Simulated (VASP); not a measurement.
Mn: single point with r2SCAN

Mn:

```
Mn
1.0
     2.50009    0.00000    0.00000
    -1.25005    2.16515    0.00000
     0.00000    0.00000    4.05286
Mn
2
Direct
  0.33333 0.66667 0.25000
  0.66667 0.33333 0.75000
```

This isn't the form of Mn at room conditions, which is a 58-atom cubic cell.

```
Program                : VASP 6.6.1
Task                   : single point
Functional             : r2SCAN
Potentials or basis    : VASP PAW PBE potentials, release 64 (Mn_pv)
Cutoff                 : 520 eV
k mesh                 : 12 × 12 × 7
Occupations            : fermi-dirac, width 0.05 eV
Spin                   : collinear spin, ferromagnetic start
Starting moments       : [4.0, 4.0] μB
Dipole correction      : no
Further INCAR settings : ALGO = Normal; EDIFF = 1e-06; NBANDS = 24
```

| Item | Value |
| --- | --- |
| Pressure | -14.0 GPa |
| Band gap on the k mesh | zero (filled and empty bands overlap) |
| Net moment | 0.00 μB per cell |
| Valence electrons inside the program's atomic spheres | Mn 11.97 |

Stress tensor (GPa, compression positive):
```
-14.47   0.00   0.00
  0.00 -14.47   0.00
  0.00   0.00 -13.19
```

Levels at points of the mesh, in eV from the Fermi level:
Spin up:
| k point | band 10 | band 11 | band 12 | band 13 | band 14 | band 15 | band 16 | band 17 |
| --- | --- | --- | --- | --- | --- | --- | --- | --- |
| (0.00, 0.00, 0.00) | -0.92 | -0.92 | -0.46 | -0.46 | 0.10 | 0.10 | 0.53 | 1.65 |
| (0.50, 0.00, 0.00) | -1.50 | -1.11 | -0.94 | -0.44 | 1.84 | 1.99 | 2.05 | 3.55 |
Spin down:
```tsv
k point	band 10	band 11	band 12	band 13	band 14	band 15	band 16	band 17
(0.00, 0.00, 0.00)	-0.92	-0.92	-0.46	-0.46	0.10	0.10	0.53	1.65
(0.50, 0.00, 0.00)	-1.50	-1.11	-0.94	-0.44	1.84	1.99	2.05	3.55
```

Run time: 5 min on 1 thread of AMD EPYC 7R32 (Zen 2) (shared host), peak memory 0.15 GiB.

Caveat: the cell stands under tension; the moments typed at the start vanished in this run; the PAW data sets were made with another functional, which shifts forces and pressure a little.
